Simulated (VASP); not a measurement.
The system is SiC.

```
CELL_PARAMETERS angstrom
3.07536 0.00000 0.00000
-1.53768 2.66334 0.00000
0.00000 0.00000 5.04811
ATOMIC_POSITIONS crystal
Si 0.33333 0.66667 0.99959
Si 0.66667 0.33333 0.49959
C 0.33333 0.66667 0.37541
C 0.66667 0.33333 0.87541
```

Base run:

- Program: VASP 6.6.1
- Functional: r2SCAN
- Potentials or basis: VASP PAW PBE potentials, release 64 (Si, C)
- Cutoff: 520 eV
- k mesh: 12 × 12 × 6
- Occupations: gaussian, width 0.01 eV
- Spin: no spin polarisation

Its results: band gap on the k mesh 2.66 eV (least direct gap 4.48 eV); pressure -0.2 GPa.

**Question.** The run is repeated on the same cell with these changes: functional from r2SCAN to HSE06; k mesh from 12 × 12 × 6 to 6 × 6 × 4. What comes out?

**Answer.** Band gap on the k mesh 3.16 eV (least direct gap 5.06 eV); pressure -1.6 GPa.

Several settings changed at once.

Caveats: the PAW data sets were made with another functional, which shifts forces and pressure a little.

A k mesh can miss the band edges.
